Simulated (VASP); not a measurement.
A run of VASP 6.6.1:

INCAR

```
SYSTEM = HfO2
PREC = Accurate ; ENCUT = 520
EDIFF = 1E-7 ; ISMEAR = 0
SIGMA = 0.02 ; LREAL = .False.
LASPH = .True. ; NELM = 100
ALGO = Normal ; ISIF = 2
LWAVE = .False. ; LCHARG = .False.
GGA = PE ; NBANDS = 31
```

Contents of KPOINTS:

```
Automatic mesh
0
Gamma
  6 6 4
  0 0 0
```

Contents of POSCAR:

```
HfO2
1.0
    3.4421110687      0.0000000000      0.0000000000
    0.0000000000      3.6448532128      0.0000000000
    0.0000000000      0.0000000000      5.3231868949
Hf O
2 4
Direct
    0.5000000000      0.5000000000      0.4954456635
    0.0000000000      0.0000000000      0.0045543365
    0.0000000000      0.5000000000      0.6948626295
    0.5000000000      0.0000000000      0.8051373705
    0.5000000000      0.0000000000      0.3085626191
    0.0000000000      0.5000000000      0.1914373809
```

Potentials or basis: VASP PAW PBE potentials, release 64 (Hf_pv, O).

The run is started by

```console
$ cat potpaw_PBE.64/Hf_pv/POTCAR potpaw_PBE.64/O/POTCAR > POTCAR
$ mpirun -np 1 vasp_std > vasp.out
```

Hardware: 1 thread of AMD EPYC 9R45 96-Core Processor (Zen 5), with other jobs on the host.

Task: Estimate the wall time of this run.

Result: Run time: 60 s on 1 thread of AMD EPYC 9R45 96-Core Processor (Zen 5), with other jobs on the host, peak memory 0.2 GiB. Counts: scf iterations 16, k points 48.
